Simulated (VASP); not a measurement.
# TaN in VASP: notebook, part 3 of 3

VASP 6.6.1.

### 6 Single point, PBE (atoms displaced along a vibrational mode, the cell strained)

Input file INCAR:

```
  PREC = Accurate
  ENCUT = 520
  EDIFF = 1E-6
  ISMEAR = 0
  SIGMA = 0.15
  LREAL = False
  LASPH = True
  NELM = 60
  ALGO = Normal
  ISIF = 2
  LWAVE = False
  LCHARG = False
  GGA = PE
  NBANDS = 15
```

Input file KPOINTS:

```
Automatic mesh
0
Gamma
  18 18 18
```

Input file POSCAR:

```
TaN
1.0
    0.0000000000      2.2338367647      2.1566632413
    2.2338367647      0.0000000000      2.1566632413
    2.2338367647      2.2338367647      0.0000000000
Ta N
1 1
Direct
    0.4984171920      0.5015828080      0.5015828080
    0.0204473300     -0.0204473300     -0.0204473300
```

Potentials or basis: VASP PAW PBE potentials, release 64 (Ta_pv, N).

Launch:

```bash
$ cat potpaw_PBE.64/Ta_pv/POTCAR potpaw_PBE.64/N/POTCAR > POTCAR
$ mpirun -np 1 vasp_std > vasp.out
```

OUTCAR:

```text
PREC = Accurate
   ENCUT = 520
   EDIFF = 1E-6
   ISMEAR = 0
   LREAL = False
   LASPH = True
   NELM = 60
   ISIF = 2
   GGA = PE

 ion  position               nearest neighbor table
   1  0.498  0.502  0.502-   2 2.14   2 2.16   2 2.16   2 2.24   2 2.24   2 2.33
   2  0.020  0.980  0.980-   1 2.14   1 2.16   1 2.16   1 2.24   1 2.24   1 2.33

  LATTYP: Found a body centered tetragonal cell.
 ALAT       =     3.1591222488
 C/A-ratio  =     1.3653559891

  Lattice vectors:

 A1 = (   0.0000000000,  -2.2338367647,  -2.1566632413)
 A2 = (   0.0000000000,   2.2338367647,  -2.1566632413)
 A3 = (   2.2338367647,   0.0000000000,   2.1566632413)

Analysis of symmetry for initial positions (statically):
=====================================================================
 Subroutine PRICEL returns:
 Original cell was already a primitive cell.

 Routine SETGRP: Setting up the symmetry group for a
 body centered tetragonal supercell.

 Subroutine GETGRP returns: Found  4 space group operations
 (whereof  4 operations were pure point group operations)
 out of a pool of 16 trial point group operations.

The static configuration has the point symmetry C_2v.

Analysis of symmetry for dynamics (positions and initial velocities):
=====================================================================
 Subroutine PRICEL returns:
 Original cell was already a primitive cell.

 Routine SETGRP: Setting up the symmetry group for a
 body centered tetragonal supercell.

 Subroutine GETGRP returns: Found  4 space group operations
 (whereof  4 operations were pure point group operations)
 out of a pool of 16 trial point group operations.

The dynamic configuration has the point symmetry C_2v.

 Subroutine INISYM returns: Found  4 space group operations
 (whereof  4 operations are pure point group operations),
 and found     1 'primitive' translations

----------------------------------------------------------------------------------------

                                     Primitive cell

  volume of cell :      21.5236

  direct lattice vectors                    reciprocal lattice vectors
     0.000000000  2.233836765  2.156663241    -0.223830142  0.223830142  0.231839626
     2.233836765  0.000000000  2.156663241     0.223830142 -0.223830142  0.231839626
     2.233836765  2.233836765  0.000000000     0.223830142  0.223830142 -0.231839626

  length of vectors
     3.105031888  3.105031888  3.159122249     0.392363960  0.392363960  0.392363960

  position of ions in fractional coordinates (direct lattice)
     0.498417192  0.501582808  0.501582808
     0.020447330  0.979552670  0.979552670

  ion indices of the primitive-cell ions
   primitive index   ion index
                 1           1
                 2           2

----------------------------------------------------------------------------------------

 KPOINTS: Automatic mesh

Automatic generation of k-mesh.
 Grid dimensions read from file:
 generate k-points for:   18   18   18

 Generating k-lattice:

  Cartesian coordinates                     Fractional coordinates (reciprocal lattice)
    -0.012435008  0.012435008  0.012879979     0.055555556 -0.000000000  0.000000000
     0.012435008 -0.012435008  0.012879979    -0.000000000  0.055555556  0.000000000
     0.012435008  0.012435008 -0.012879979     0.000000000  0.000000000  0.055555556

  Length of vectors
     0.021797998  0.021797998  0.021797998

  Shift w.r.t. Gamma in fractional coordinates (k-lattice)
     0.000000000  0.000000000  0.000000000

 Subroutine IBZKPT returns following result:
 ===========================================

 Found    865 irreducible k-points:

 Following reciprocal coordinates:
            Coordinates               Weight
  0.000000  0.000000  0.000000      1.000000
  0.055556 -0.000000  0.000000      8.000000
  0.111111 -0.000000  0.000000      8.000000
  0.166667 -0.000000  0.000000      8.000000
  0.222222  0.000000  0.000000      8.000000
  0.277778  0.000000  0.000000      8.000000
[... 16 lines left out ...]
 -0.277778  0.055556  0.000000      8.000000
 -0.222222  0.055556  0.000000      8.000000
 [... further k-points ...]
   k-points           NKPTS =    865   k-points in BZ     NKDIM =    865   number of bands    NBANDS=     15
   number of dos      NEDOS =    301   number of ions     NIONS =      2
   total plane-waves  NPLWV =  13824
   dimension x,y,z NGX =    24 NGY =   24 NGZ =   24
   dimension x,y,z NGXF=    48 NGYF=   48 NGZF=   48
   ions per type =               1   1
   NGX,Y,Z   is equivalent  to a cutoff of  12.85, 12.85, 12.63 a.u.
   NGXF,Y,Z  is equivalent  to a cutoff of  25.70, 25.70, 25.26 a.u.
 SYSTEM =  unknown system
   PREC   = accura    normal or accurate (medium, high low for compatibility)
   ISTART =      0    job   : 0-new  1-cont  2-samecut
   ICHARG =      2    charge: 1-file 2-atom 10-const
   ISPIN  =      1    spin polarized calculation?
   LNONCOLLINEAR =      F non collinear calculations
   LSORBIT =      F    spin-orbit coupling
   LASPH  =      T    aspherical Exc in radial PAW
   ENCUT  =  520.0 eV  38.22 Ry    6.18 a.u.   5.77  5.77  5.87*2*pi/ulx,y,z
   NELM   =     60;   NELMIN=  2; NELMDL= -5     # of ELM steps
   EDIFF  = 0.1E-05   stopping-criterion for ELM
   LREAL  =      F    real-space projection
[... 7 lines left out ...]
   TEBEG  =    0.0;   TEEND  =   0.0 temperature during run
   PSTRESS=    0.0 pullay stress
   NELECT =      16.0000    total number of electrons
   NUPDOWN=      -1.0000    fix difference up-down
   EMIN   =  10.00;   EMAX   =-10.00  energy-range for DOS
   EFERMI =   0.00;   METHOD = LEGACY
   ISMEAR =     0;   SIGMA  =   0.15  broadening in eV -4-tet -1-fermi 0-gaus
   EFERMI_NEDOS =   21; number of points for ismear=-14 and -15
   IALGO  =     38    algorithm
   IMIX   =      4    mixing-type and parameters
     AMIX     =   0.40;   BMIX     =  1.00
     AMIX_MAG =   1.60;   BMIX_MAG =  1.00
  volume/ion in A,a.u.               =      10.76        72.62
  Fermi-wavevector in a.u.,A,eV,Ry     =   1.483007  2.802476 29.923411  2.199309
  Thomas-Fermi vector in A             =   2.596722
   LORBIT       =      0    0 simple, 1 ext, 2 COOP (PROOUT), +10 PAW based schemes
   GGA     = PE    functional components
   LHFCALC =     F    Hartree Fock is set to
   AEXX    =    0.0000 exact exchange contribution
   IVDW    =     0    specifies the selected vdW correction
   LEPSILON=     F    determine dielectric tensor
   LRPA    =     F    only Hartree local field effects (RPA)
 non-spin polarized calculation
 Gauss-broadening in eV      SIGMA  =   0.15
  energy-cutoff  :      520.00
  volume of cell :       21.52
 maximum number of plane-waves:       592
   NGX = 11   NGY = 11   NGZ = 11

 number of electron      16.0000004 magnetization

 Free energy of the ion-electron system (eV)
  ---------------------------------------------------
  ext. energy  EPLUGINS =         0.00000000
  ---------------------------------------------------
  free energy    TOTEN  =       -21.77140986 eV

  energy without entropy =      -21.76195887  energy(sigma->0) =      -21.76668436

 E-fermi :   9.3868     XC(G=0): -13.3637

 val. band max:        9.3835726237   @ k =   0.2222   0.0556   0.1667
 cond. band min:       9.3877640481   @ k =   0.0000  -0.1111   0.2778
 fundamental gap:      0.0041914244
 Fermi energy:         9.3868470009

 k-point     1 :       0.0000    0.0000    0.0000
  band No.  band energies     occupation
      1     -26.3840      2.00000
      2     -26.3785      2.00000
      3     -26.3563      2.00000
      4      -9.3622      2.00000
      5       5.3443      2.00000
      6       5.3771      2.00000
      7       5.4247      2.00000
      8       7.2199      2.00000
      9       7.5392      2.00000
     10       7.8345      2.00000
     11       9.3396      1.34394
     12       9.5971      0.04742
     13      11.1483      0.00000
     14      18.7958      0.00000
     15      21.7752      0.00000
[... 397 lines left out ...]
 k-point    24 :      -0.2222    0.0556    0.0000
  band No.  band energies     occupation
      1     -26.7682      2.00000
      2     -26.4218      2.00000
      3     -26.4190      2.00000
      4      -8.1573      2.00000
      5       1.8212      2.00000
      6       3.0943      2.00000
      7       3.5799      2.00000
      8       8.2940      2.00000
      9       8.7009      2.00000
     10       9.5564      0.10996
     11      12.8512      0.00000
     12      13.4757      0.00000
     13      13.5977      0.00000
     14      21.7037      0.00000
     15      21.8120      0.00000

 [... further k-points ...]

------------------------ aborting loop because EDIFF is reached ----------------------------------------

  FORCE on cell =-STRESS in cart. coord.  units (eV):
  Direction    XX          YY          ZZ          XY          YZ          ZX
  --------------------------------------------------------------------------------------
  -------------------------------------------------------------------------------------
  Total       -0.0657206     -0.7060656      2.1793083      0.0000000      0.0000000      0.0000000
  in kB       -4.8921184    -52.5581913    162.2236077      0.0000000      0.0000000      0.0000000
  external PRESSURE =      34.9244327 kB  Pullay stress =       0.0000000 kB

 VOLUME and BASIS-vectors are now :
 -----------------------------------------------------------------------------
  energy-cutoff  :      520.00
  volume of cell :       21.52
      direct lattice vectors                 reciprocal lattice vectors
     0.000000000  2.233836765  2.156663241    -0.223830142  0.223830142  0.231839626
     2.233836765  0.000000000  2.156663241     0.223830142 -0.223830142  0.231839626
     2.233836765  2.233836765  0.000000000     0.223830142  0.223830142 -0.231839626

 POSITION                                       TOTAL-FORCE (eV/Angst)
 -----------------------------------------------------------------------------------
      2.24091      2.23384      2.15666        -0.606986      0.000000      0.000000
      4.37632      2.23384      2.15666         0.606986      0.000000      0.000000
 -----------------------------------------------------------------------------------
    total drift:                               -0.000070     -0.000000     -0.000000

  FREE ENERGIE OF THE ION-ELECTRON SYSTEM (eV)
  ---------------------------------------------------
  free  energy   TOTEN  =       -21.7714098587 eV

  energy  without entropy=      -21.7619588680  energy(sigma->0) =      -21.76668436
```

OSZICAR:

```text
N       E                     dE             d eps       ncg     rms          rms(c)
DAV:   1     0.901978211373E+02    0.90198E+02   -0.87495E+03 25990   0.113E+03
DAV:   2    -0.220388923874E+02   -0.11224E+03   -0.10590E+03 31942   0.303E+02
DAV:   3    -0.247944195207E+02   -0.27555E+01   -0.27367E+01 28778   0.448E+01
DAV:   4    -0.248056163136E+02   -0.11197E-01   -0.11193E-01 34228   0.305E+00
DAV:   5    -0.248056916790E+02   -0.75365E-04   -0.75365E-04 29066   0.222E-01    0.238E+01
DAV:   6    -0.218645743760E+02    0.29411E+01   -0.55797E+00 32139   0.264E+01    0.982E+00
DAV:   7    -0.218056704408E+02    0.58904E-01   -0.58678E-01 28638   0.619E+00    0.688E+00
DAV:   8    -0.217786950723E+02    0.26975E-01   -0.14851E-01 31382   0.329E+00    0.167E+00
DAV:   9    -0.217714751109E+02    0.72200E-02   -0.19795E-02 29933   0.115E+00    0.302E-01
DAV:  10    -0.217714509864E+02    0.24125E-04   -0.14193E-03 31088   0.397E-01    0.500E-02
DAV:  11    -0.217714102935E+02    0.40693E-04   -0.83401E-05 29765   0.109E-01    0.200E-02
DAV:  12    -0.217714098587E+02    0.43483E-06   -0.76534E-06 30962   0.269E-02
   1 F= -.21771410E+02 E0= -.21766684E+02  d E =-.945099E-02
```

stdout:

```text
POSCAR found type information on POSCAR TaN
 POSCAR found :  2 types and       2 ions
 scaLAPACK will be used
 LDA part: xc-table for (Slater+PW92), standard interpolation
 POSCAR, INCAR and KPOINTS ok, starting setup
 FFT: planning ... GRIDC
 FFT: planning ... GRID_SOFT
 FFT: planning ... GRID
 WAVECAR not read
 entering main loop
```

Run time: 3.5 min. Hardware: 1 thread of Intel Xeon 8259CL, shared host; peak memory 0.38 GiB.

Results:

| Quantity | Value |
| --- | --- |
| Free energy | -21.7714 eV |
| Pressure | 3.5 GPa |
| Largest force | 0.607 eV/Å |
| Band gap on the k mesh | zero (bands 8 and 9 overlap by 3.57 eV) |

Forces on the atoms (eV/Å):
```
Ta  -0.607  0.000  0.000
N    0.607  0.000  0.000
```

Levels at points of the mesh, in eV from the Fermi level:
| k point | band 6 | band 7 | band 8 | band 9 | band 10 | band 11 |
| --- | --- | --- | --- | --- | --- | --- |
| (0.00, 0.00, 0.00) | -4.01 | -3.96 | -2.17 | -1.85 | -1.55 | -0.05 |
| (0.50, 0.00, 0.00) | -7.48 | -7.46 | 1.72 | 1.99 | 2.03 | 3.73 |
| (0.50, 0.50, 0.00) | -5.86 | -4.75 | -4.22 | 2.20 | 3.50 | 3.51 |
| (0.50, 0.00, 0.50) | -5.78 | -4.65 | -3.97 | 2.09 | 3.27 | 3.71 |
| (0.00, 0.50, 0.50) | -5.33 | -4.60 | -4.47 | 2.02 | 3.27 | 3.70 |

Caveat: the cell differs from its parent crystal (atoms displaced along a vibrational mode, the cell strained); the stress differs along the axes, from -5 to 16 GPa; spin-orbit coupling is left out, which moves the levels of the heavy elements.

### 7 Summary

```csv
cell,gap on the mesh (eV),pressure (GPa),largest force (eV/Å)
"a = 3.161, b = 3.161, c = 3.050 Å, angles 61.2, 61.2, 57.7°, 2 atoms, atomic positions A",none,7.3,1.09
"a = 3.141, b = 3.141, c = 3.086 Å, angles 60.6, 60.6, 58.8°, 2 atoms, atomic positions B",none,2.1,-
"a = 3.105, b = 3.105, c = 3.159 Å, angles 59.4, 59.4, 61.2°, 2 atoms, atomic positions B",none,2.1,-
"a = 3.161, b = 3.161, c = 3.050 Å, angles 61.2, 61.2, 57.7°, 2 atoms, atomic positions B",none,5.5,-
"a = 3.105, b = 3.105, c = 3.159 Å, angles 59.4, 59.4, 61.2°, 2 atoms, atomic positions A",none,3.5,0.61
```

Alike in all rows: task single point; level PBE; potentials or basis VASP PAW PBE potentials, release 64 (Ta_pv, N); no spin polarisation; k mesh 18 × 18 × 18; cutoff (eV) 520; smearing gaussian 0.15 eV.

Caveats: spin-orbit coupling is left out, which moves the levels of the heavy elements; the stress differs along the axes, from -14 to 20 GPa (at least some runs); forces of over 1 eV/Å act on the atoms, so gaps and moduli don't describe the material at rest (at least some runs); the stress differs along the axes, from -10 to 8 GPa (at least some runs); the stress differs along the axes, from -5 to 17 GPa (at least some runs); the stress differs along the axes, from -14 to 15 GPa (at least some runs); the stress differs along the axes, from -5 to 16 GPa (at least some runs).

Total energies depend on the potentials used, so only differences within one code and one set of settings carry meaning.
